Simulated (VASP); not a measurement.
# NaC64 (a cell with a defect) in VASP: single point with PBEsol

Aim: the single point of NaC64 (a cell with a defect) with PBEsol.

All numbers are computed with VASP 6.6.1; they aren't measurements. Logs are shortened: lines on timing, memory, paths and dates and some standing lists are left out, and cuts for length are marked.

## Step 1: The cell of the first run

The cell holds a defect, 65 atoms: a = 7.108 Å, b = 7.108 Å, c = 7.108 Å, α = 90.00°, β = 90.00°, γ = 90.00°.

## Step 2: Single point, PBEsol, collinear spin

INCAR

```
SYSTEM = NaC64
  PREC = Accurate
  ENCUT = 520
  EDIFF = 1E-6
  ISMEAR = -1
  SIGMA = 0.05
  LREAL = Auto
  LASPH = .True.
  NELM = 200
  ALGO = Normal
  ISIF = 2
  LWAVE = .False.
  LCHARG = .False.
  ISPIN = 2
  MAGMOM = 0 0 0 0 0 0 0 0.091 0 0 0 0 0 0 0 0 0 0.091 0 0 0 0 0 0 0.091 0.091 0 0 0 0 0 0 0 0 0.091 0 0 0 0 0 0.091 0 0.091 0 0 0 0 0 0 0 0 0 0.091 0 0 0 0.091 0 0 0 0.091 0 0 0 0.091
  LORBIT = 11
  GGA = PS
  ISYM = 0
  NBANDS = 174
  GGA_COMPAT = .False.
```

KPOINTS

```
Automatic mesh
0
Gamma
  1 1 1
  0.25 0.25 0.25
```

POSCAR

```
NaC64
1.0
    7.1076060000      0.0000000000      0.0000000000
    0.0000000000      7.1076060000      0.0000000000
    0.0000000000      0.0000000000      7.1076060000
C Na
64 1
Direct
    0.0002360000      0.0008660000      0.0003300000
    0.9988470000      0.9999340000      0.5006090000
    0.9976750000      0.5005120000      0.9998400000
    0.9924260000      0.5049100000      0.5022710000
    0.5005670000      0.9966790000      0.9952090000
    0.5042160000      0.9946790000      0.4958150000
    0.5005030000      0.5010490000      0.9955260000
    0.5090370000      0.5122520000      0.5105990000
    0.1265460000      0.1260620000      0.1264260000
    0.1136990000      0.1231060000      0.6355640000
    0.1207620000      0.6304870000      0.1210860000
    0.1235930000      0.6274420000      0.6258090000
    0.6353140000      0.1171320000      0.1142420000
    0.6232870000      0.1257950000      0.6228070000
    0.6250470000      0.6241600000      0.1244080000
    0.6284260000      0.6301260000      0.6286820000
    0.2482760000      0.2492060000      0.9967640000
    0.2131490000      0.2609630000      0.5343150000
    0.2495350000      0.7510270000      0.9972050000
    0.2487310000      0.7534300000      0.5002410000
    0.7520740000      0.2490240000      0.9966850000
    0.7523950000      0.2492340000      0.5005190000
    0.7498010000      0.7498600000      0.9992250000
    0.7519700000      0.7507270000      0.4993670000
    0.3764000000      0.3741530000      0.1089020000
    0.3671130000      0.3783170000      0.6430690000
    0.3746980000      0.8720600000      0.1198870000
    0.3745640000      0.8772890000      0.6236930000
    0.8752910000      0.3749570000      0.1241460000
    0.8723300000      0.3761500000      0.6281980000
    0.8769080000      0.8746860000      0.1248300000
    0.8745460000      0.8760090000      0.6244110000
    0.2527470000      0.9951610000      0.2453990000
    0.2483430000      0.9999720000      0.7498370000
    0.2386060000      0.5122540000      0.2402110000
    0.2468420000      0.5047660000      0.7564730000
    0.7536780000      0.9965520000      0.2481930000
    0.7487810000      0.0008200000      0.7487070000
    0.7532520000      0.5010400000      0.2484980000
    0.7490660000      0.5005480000      0.7513150000
    0.3979300000      0.0946600000      0.3521640000
    0.3744240000      0.1233200000      0.8737540000
    0.3749900000      0.6353340000      0.3747230000
    0.3740560000      0.6283110000      0.8750820000
    0.8754340000      0.1233650000      0.3750960000
    0.8731660000      0.1257710000      0.8765550000
    0.8743720000      0.6286110000      0.3754600000
    0.8743100000      0.6253570000      0.8751290000
    0.9975260000      0.2494210000      0.2510520000
    0.9929670000      0.2493990000      0.7561290000
    0.9995120000      0.7524500000      0.2500380000
    0.9988810000      0.7515110000      0.7500640000
    0.5186930000      0.2291660000      0.2301270000
    0.4977430000      0.2492760000      0.7512600000
    0.5011810000      0.7508080000      0.2478210000
    0.4989780000      0.7524120000      0.7495570000
    0.1054570000      0.3781370000      0.3829500000
    0.1213140000      0.3760640000      0.8772020000
    0.1257420000      0.8773050000      0.3750960000
    0.1251710000      0.8760630000      0.8748560000
    0.6402920000      0.3747410000      0.3733140000
    0.6253180000      0.3748440000      0.8739310000
    0.6296900000      0.8718430000      0.3745990000
    0.6248100000      0.8746550000      0.8727470000
    0.3719570000      0.3540120000      0.3765260000
```

Potentials or basis: VASP PAW PBE potentials, release 64 (C, Na_pv).

Started as:

```bash
$ cat potpaw_PBE.64/C/POTCAR potpaw_PBE.64/Na_pv/POTCAR > POTCAR
$ mpirun -np 1 vasp_std > vasp.out
```

OUTCAR:

```text
SYSTEM = NaC64
   PREC = Accurate
   ENCUT = 520
   EDIFF = 1E-6
   ISMEAR = -1
   LREAL = Auto
   LASPH = .True.
   NELM = 200
   ISIF = 2
   ISPIN = 2
   LORBIT = 11
   GGA = PS
   ISYM = 0

 ion  position               nearest neighbor table
   1  0.000  0.001  0.000-  31 1.53  60 1.54  46 1.54   9 1.55
   2  0.999  1.000  0.501-  32 1.53  45 1.53  10 1.53  59 1.54
   3  0.998  0.501  1.000-  58 1.52  29 1.53  48 1.53  11 1.54
   4  0.992  0.505  0.502-  57 1.48  47 1.51  30 1.54  12 1.55
   5  0.501  0.997  0.995-  64 1.51  42 1.54  13 1.54  27 1.54
   6  0.504  0.995  0.496-  41 1.46  63 1.52  28 1.54  14 1.55
   7  0.501  0.501  0.996-  25 1.50  62 1.53  44 1.54  15 1.55
   8  0.509  0.512  0.511-  16 1.46  43 1.61  61 1.67  26 1.68  65 1.77
   9  0.127  0.126  0.126-  17 1.54  33 1.54  49 1.55   1 1.55
  10  0.114  0.123  0.636-  18 1.41  50 1.51  34 1.53   2 1.53
  11  0.121  0.630  0.121-  35 1.46  51 1.53  19 1.53   3 1.54
  12  0.124  0.627  0.626-  52 1.53  20 1.55  36 1.55   4 1.55
  13  0.635  0.117  0.114-  53 1.41  21 1.51  37 1.53   5 1.54
  14  0.623  0.126  0.623-  22 1.54  38 1.54   6 1.55  54 1.55
[... 35 lines left out ...]
  50  0.993  0.249  0.756-  46 1.49  10 1.51  30 1.54  58 1.54
  51  1.000  0.752  0.250-  31 1.52  11 1.53  47 1.54  59 1.54
  52  0.999  0.752  0.750-  12 1.53  32 1.54  60 1.54  48 1.54
  53  0.519  0.229  0.230-  13 1.41  41 1.55  25 1.68  61 1.69  65 1.72
  54  0.498  0.249  0.751-  26 1.51  42 1.53  62 1.54  14 1.55
  55  0.501  0.751  0.248-  43 1.51  15 1.53  27 1.54  63 1.54
  56  0.499  0.752  0.750-  64 1.52  16 1.53  44 1.54  28 1.54
  57  0.105  0.378  0.383-   4 1.48  49 1.52  18 1.56  35 1.68  65 1.90
  58  0.121  0.376  0.877-   3 1.52  17 1.53  36 1.54  50 1.54
  59  0.126  0.877  0.375-  20 1.53  33 1.54   2 1.54  51 1.54
  60  0.125  0.876  0.875-  19 1.53  34 1.53   1 1.54  52 1.54
  61  0.640  0.375  0.373-  39 1.50  22 1.50   8 1.67  53 1.69  65 1.91
  62  0.625  0.375  0.874-  40 1.53   7 1.53  21 1.54  54 1.54
  63  0.630  0.872  0.375-  24 1.51   6 1.52  37 1.54  55 1.54
  64  0.625  0.875  0.873-   5 1.51  56 1.52  38 1.54  23 1.54
  65  0.372  0.354  0.377-  53 1.72  18 1.72  35 1.76   8 1.77  41 1.86  57 1.90  26 1.90  25 1.91
                            61 1.91  43 2.00

IMPORTANT INFORMATION: All symmetrisations will be switched off!
NOSYMM: (Re-)initialisation of all symmetry stuff for point group C_1.

----------------------------------------------------------------------------------------

                                     Primitive cell

  volume of cell :     359.0625

  direct lattice vectors                    reciprocal lattice vectors
     7.107606000  0.000000000  0.000000000     0.140694349  0.000000000  0.000000000
     0.000000000  7.107606000  0.000000000     0.000000000  0.140694349  0.000000000
     0.000000000  0.000000000  7.107606000     0.000000000  0.000000000  0.140694349

  length of vectors
     7.107606000  7.107606000  7.107606000     0.140694349  0.140694349  0.140694349

  position of ions in fractional coordinates (direct lattice)
     0.000236000  0.000866000  0.000330000
     0.998847000  0.999934000  0.500609000
     0.997675000  0.500512000  0.999840000
     0.992426000  0.504910000  0.502271000
     0.500567000  0.996679000  0.995209000
     0.504216000  0.994679000  0.495815000
[... 57 lines left out ...]
     0.624810000  0.874655000  0.872747000
     0.371957000  0.354012000  0.376526000

  ion indices of the primitive-cell ions
   primitive index   ion index
                 1           1
                 2           2
                 3           3
                 4           4
                 5           5
                 6           6
[... 57 lines left out ...]
                64          64
                65          65

----------------------------------------------------------------------------------------

 KPOINTS: Automatic mesh

Automatic generation of k-mesh.
 Grid dimensions read from file:
 generate k-points for:    1    1    1

 Generating k-lattice:

[... 40 lines left out ...]
   EDIFF  = 0.1E-05   stopping-criterion for ELM
   LREAL  =      T    real-space projection
   EDIFFG = 0.1E-04   stopping-criterion for IOM
   NSW    =      0    number of steps for IOM
   IBRION =     -1    ionic relax: 0-MD 1-quasi-New 2-CG
   NFREE  =      0    steps in history (QN), initial steepest desc. (CG)
   ISIF   =      2    stress and relaxation
   ISYM   =      0    0-nonsym 1-usesym 2-fastsym
   POTIM  = 0.5000    time-step for ionic-motion
   TEBEG  =    0.0;   TEEND  =   0.0 temperature during run
   PSTRESS=    0.0 pullay stress
   NELECT =     263.0000    total number of electrons
   NUPDOWN=      -1.0000    fix difference up-down
   EMIN   =  10.00;   EMAX   =-10.00  energy-range for DOS
   EFERMI =   0.00;   METHOD = LEGACY
   ISMEAR =    -1;   SIGMA  =   0.05  broadening in eV -4-tet -1-fermi 0-gaus
   EFERMI_NEDOS =   21; number of points for ismear=-14 and -15
   IALGO  =     38    algorithm
   IMIX   =      4    mixing-type and parameters
     AMIX     =   0.40;   BMIX     =  1.00
     AMIX_MAG =   1.60;   BMIX_MAG =  1.00
  volume/ion in A,a.u.               =       5.52        37.28
  Fermi-wavevector in a.u.,A,eV,Ry     =   1.475718  2.788703 29.630004  2.177744
  Thomas-Fermi vector in A             =   2.590333
   LORBIT       =     11    0 simple, 1 ext, 2 COOP (PROOUT), +10 PAW based schemes
   GGA     = PS    functional components
   LHFCALC =     F    Hartree Fock is set to
   AEXX    =    0.0000 exact exchange contribution
   IVDW    =     0    specifies the selected vdW correction
   LEPSILON=     F    determine dielectric tensor
   LRPA    =     F    only Hartree local field effects (RPA)
 spin polarized calculation
  energy-cutoff  :      520.00
  volume of cell :      359.06
 maximum number of plane-waves:      9651
 NGX is ok and might be reduce to    54
   NGX = 27   NGY = 27   NGZ = 27

 number of electron     263.0000005 magnetization       0.9743109

 Free energy of the ion-electron system (eV)
  ---------------------------------------------------
  ext. energy  EPLUGINS =         0.00000000
  ---------------------------------------------------
  free energy    TOTEN  =      -598.50693543 eV

  energy without entropy =     -598.50116622  energy(sigma->0) =     -598.50405082

 E-fermi :  13.3859     XC(G=0): -13.5822

 val. band max:       13.2393223664   @ k =  -0.2500   0.2500   0.2500
 cond. band min:      13.5693265663   @ k =   0.2500   0.2500   0.2500
 fundamental gap:      0.3300041999
 Fermi energy:        13.3859020629

 spin component 1

 k-point     1 :       0.2500    0.2500    0.2500
  band No.  band energies     occupation
      1     -14.2550      1.00000
      2     -13.9509      1.00000
      3     -13.8072      1.00000
      4     -11.2805      1.00000
      5     -10.2155      1.00000
      6     -10.1366      1.00000
[... 573 lines left out ...]
    142      16.0981      0.00000
    143      16.2070      0.00000
 Fermi energy:        13.3859020629

 spin component 2

 k-point     1 :       0.2500    0.2500    0.2500
  band No.  band energies     occupation
      1     -14.2221      1.00000
      2     -13.9439      1.00000
      3     -13.7717      1.00000
      4     -11.2647      1.00000
      5     -10.1950      1.00000
      6     -10.1256      1.00000
[... 573 lines left out ...]
    142      16.1481      0.00000
    143      16.2286      0.00000
 [bands above 143 left out]

------------------------ aborting loop because EDIFF is reached ----------------------------------------

  FORCE on cell =-STRESS in cart. coord.  units (eV):
  Direction    XX          YY          ZZ          XY          YZ          ZX
  --------------------------------------------------------------------------------------
  -------------------------------------------------------------------------------------
  Total       47.5707439     41.4510935     47.3105756     -9.1911153      8.2865503    -14.4655125
  in kB      212.2660262    184.9594554    211.1051258    -41.0117935     36.9755222    -64.5467488
  external PRESSURE =     202.7768692 kB  Pullay stress =       0.0000000 kB

 VOLUME and BASIS-vectors are now :
 -----------------------------------------------------------------------------
  energy-cutoff  :      520.00
  volume of cell :      359.06
      direct lattice vectors                 reciprocal lattice vectors
     7.107606000  0.000000000  0.000000000     0.140694349  0.000000000  0.000000000
     0.000000000  7.107606000  0.000000000     0.000000000  0.140694349  0.000000000
     0.000000000  0.000000000  7.107606000     0.000000000  0.000000000  0.140694349

 POSITION                                       TOTAL-FORCE (eV/Angst)
 -----------------------------------------------------------------------------------
      0.00168      0.00616      0.00235         0.073471      0.064229      0.057540
      7.09941      7.10714      3.55813         0.065608      0.050765      0.084573
      7.09108      3.55744      7.10647         0.080073      0.124765      0.079616
      7.05377      3.58870      3.56994         0.043762      0.096883      0.087262
      3.55783      7.08400      7.07355         0.091937      0.043548      0.078326
      3.58377      7.06979      3.52406         0.006105      0.091716      0.117724
[... 57 lines left out ...]
      4.44090      6.21670      6.20314        -0.088538     -0.071577     -0.063381
      2.64372      2.51618      2.67620         0.061915     -0.004361      0.105888
 -----------------------------------------------------------------------------------
    total drift:                                0.055033     -0.016096     -0.009080

  FREE ENERGIE OF THE ION-ELECTRON SYSTEM (eV)
  ---------------------------------------------------
  free  energy   TOTEN  =      -598.5069354265 eV

  energy  without entropy=     -598.5011662191  energy(sigma->0) =     -598.50405082

 total charge

# of ion       s       p       d       tot
------------------------------------------
    1        0.826   1.750   0.000   2.575
    2        0.828   1.764   0.000   2.592
    3        0.829   1.772   0.000   2.601
    4        0.834   1.789   0.000   2.623
    5        0.830   1.767   0.000   2.597
    6        0.830   1.787   0.000   2.617
[... 57 lines left out ...]
   64        0.829   1.773   0.000   2.602
   65        0.346   6.532   0.000   6.878
--------------------------------------------------
tot         53.538 119.600   0.000 173.139

 magnetization (x)

# of ion       s       p       d       tot
------------------------------------------
    1        0.000   0.000   0.000   0.001
    2        0.001   0.003   0.000   0.004
    3        0.000   0.000   0.000   0.001
    4        0.001   0.002   0.000   0.003
    5        0.001   0.001   0.000   0.002
    6       -0.001  -0.006   0.000  -0.006
[... 57 lines left out ...]
   64        0.000  -0.000   0.000   0.000
   65       -0.001   0.005   0.000   0.005
--------------------------------------------------
tot          0.094   0.483   0.000   0.576
```

Wall time 34 min (1 thread of Intel Xeon 8259CL, shared host); peak memory 0.7 GiB.

What came out:

```yaml
Free_energy: -598.5069 eV
Pressure: 20.3 GPa
Largest_force: 0.393 eV/Å
Band_gap_on_the_k_mesh: 0.33 eV
Net_moment: 0.97 μB per cell
Site_moments: C +0.00, -0.01, +0.01, -0.00, +0.23, +0.22 (each value once); Na +0.01 μB
Valence_electrons_inside_the_program's_atomic_spheres: C 2.58, 2.59, 2.60, 2.62, 2.54, 2.57, 2.67, 2.64, 2.68, 2.56, 2.55, 2.61, 2.53, 2.66, 2.63 (each value once); Na 6.88
```

Forces on the atoms (eV/Å):
```
C    0.073  0.064  0.058
C    0.066  0.051  0.085
C    0.080  0.125  0.080
C    0.044  0.097  0.087
C    0.092  0.044  0.078
C    0.006  0.092  0.118
C    0.047  0.066  0.097
C    0.031  0.030  0.010
C   -0.085 -0.085 -0.062
C   -0.050 -0.124 -0.088
C   -0.067 -0.121 -0.076
C   -0.043 -0.084 -0.044
C   -0.058 -0.081 -0.125
C   -0.066 -0.063 -0.032
C   -0.073 -0.073 -0.084
C   -0.023 -0.014 -0.016
C    0.073  0.069  0.006
C    0.044  0.182  0.301
C    0.065  0.035  0.013
C    0.080  0.057  0.082
C    0.073  0.107  0.112
C    0.046  0.091  0.113
C    0.066  0.075  0.080
C    0.053  0.108  0.104
C   -0.028  0.015 -0.126
C   -0.227 -0.052  0.030
C   -0.059 -0.031 -0.038
C   -0.045 -0.089 -0.063
C   -0.055 -0.094 -0.098
C   -0.089 -0.086 -0.068
C   -0.100 -0.066 -0.101
C   -0.055 -0.082 -0.091
C    0.195  0.036  0.083
C    0.074  0.069  0.085
C   -0.039  0.149 -0.059
C    0.053  0.064  0.008
C    0.081  0.066  0.102
C    0.064  0.072  0.095
C    0.068  0.139  0.086
C    0.080  0.076  0.054
C   -0.075 -0.295 -0.250
C   -0.102 -0.074 -0.045
C   -0.081 -0.003 -0.058
C   -0.058 -0.017 -0.031
C   -0.041 -0.095 -0.101
C   -0.064 -0.136 -0.124
C   -0.079 -0.112 -0.107
C   -0.061 -0.086 -0.072
C    0.002  0.056  0.069
C    0.062  0.083  0.052
C    0.068  0.073  0.093
C    0.074  0.078  0.077
C    0.092  0.027  0.038
C    0.121  0.054  0.040
C    0.058  0.079  0.044
C    0.064  0.058  0.049
C   -0.037 -0.044 -0.091
C   -0.037 -0.061 -0.063
C   -0.096 -0.055 -0.079
C   -0.082 -0.065 -0.067
C    0.012 -0.070 -0.085
C   -0.059 -0.086 -0.053
C   -0.049 -0.062 -0.077
C   -0.089 -0.072 -0.063
Na   0.062 -0.004  0.106
```

Levels at points of the mesh, in eV from the valence-band top:
Spin up:
| k point | band 130 | band 131 | band 132 | band 133 | band 134 | band 135 |
| --- | --- | --- | --- | --- | --- | --- |
| (0.25, 0.25, 0.25) | -3.93 | -3.20 | -0.30 | 1.21 | 1.40 | 1.50 |
Spin down:
| k point | band 129 | band 130 | band 131 | band 132 | band 133 | band 134 |
| --- | --- | --- | --- | --- | --- | --- |
| (0.25, 0.25, 0.25) | -4.24 | -3.91 | -2.81 | 0.33 | 1.23 | 1.42 |

Caveat: the PAW data sets were made with another functional, which shifts forces and pressure a little.
